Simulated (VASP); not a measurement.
Wanted: the native input for a VASP 6.6.1 run.

```yaml
Task: single point
Functional: r2SCAN
Potentials_or_basis: VASP PAW PBE potentials, release 64 (Zr_sv, N)
Cutoff: 520 eV
k_mesh: 8 × 8 × 10
Occupations: gaussian, width 0.1 eV
Spin: no spin polarisation
Dipole_correction: no
Further_INCAR_settings: ALGO = Normal; EDIFF = 1e-06; NBANDS = 38
```

The system is Zr2N.

```
Zr N
1.0
     5.41705    0.00000    0.00000
     0.00000    5.41705    0.00000
     0.00000    0.00000    3.30044
Zr N
4 2
Direct
  0.29657 0.29657 0.00000
  0.70343 0.70343 0.00000
  0.79657 0.20343 0.50000
  0.20343 0.79657 0.50000
  0.00000 0.00000 0.00000
  0.50000 0.50000 0.50000
```

One way to write it, as run:

POSCAR

```
Zr2N
1.0
    5.4170531085      0.0000000000      0.0000000000
    0.0000000000      5.4170531085      0.0000000000
    0.0000000000      0.0000000000      3.3004443110
Zr N
4 2
Direct
    0.2965720737      0.2965720737      0.0000000000
    0.7034279263      0.7034279263      0.0000000000
    0.7965720737      0.2034279263      0.5000000000
    0.2034279263      0.7965720737      0.5000000000
    0.0000000000      0.0000000000      0.0000000000
    0.5000000000      0.5000000000      0.5000000000
```

INCAR.step1

```
  PREC = Accurate
  ENCUT = 520
  ISMEAR = 0
  SIGMA = 0.1
  LREAL = False
  LASPH = True
  NELM = 60
  NBANDS = 38
  GGA = PE
  ALGO = Normal
  EDIFF = 1E-4
  LWAVE = True
  LCHARG = False
```

INCAR.step2

```
  PREC = Accurate
  ENCUT = 520
  EDIFF = 1E-6
  ISMEAR = 0
  SIGMA = 0.1
  LREAL = False
  LASPH = True
  NELM = 60
  ALGO = Normal
  ISIF = 2
  LWAVE = False
  LCHARG = False
  METAGGA = R2SCAN
  LMIXTAU = True
  NBANDS = 38
  ISTART = 1
```

KPOINTS

```
Automatic mesh
0
Gamma
  8 8 10
```

Potentials or basis: VASP PAW PBE potentials, release 64 (Zr_sv, N).

The run is started by

```bash
$ cat potpaw_PBE.64/Zr_sv/POTCAR potpaw_PBE.64/N/POTCAR > POTCAR
$ cp INCAR.step1 INCAR
$ mpirun -np 1 vasp_std > vasp.out
$ cp INCAR.step2 INCAR
$ mpirun -np 1 vasp_std > vasp.out
```

It gave:

```json
{
 "Pressure": "0.1 GPa",
 "Largest force": "0.006 eV/Å",
 "Band gap on the k mesh": "zero (band 29 reaches 11.24 eV, above the bottom of band 30 at 8.61 eV)"
}
```

Caveat: the PAW data sets were made with another functional, which shifts forces and pressure a little.

Wall time 11 min on 1 thread of Intel(R) Xeon(R) Platinum 8488C (Sapphire Rapids) (shared host), peak memory 0.38 GiB.
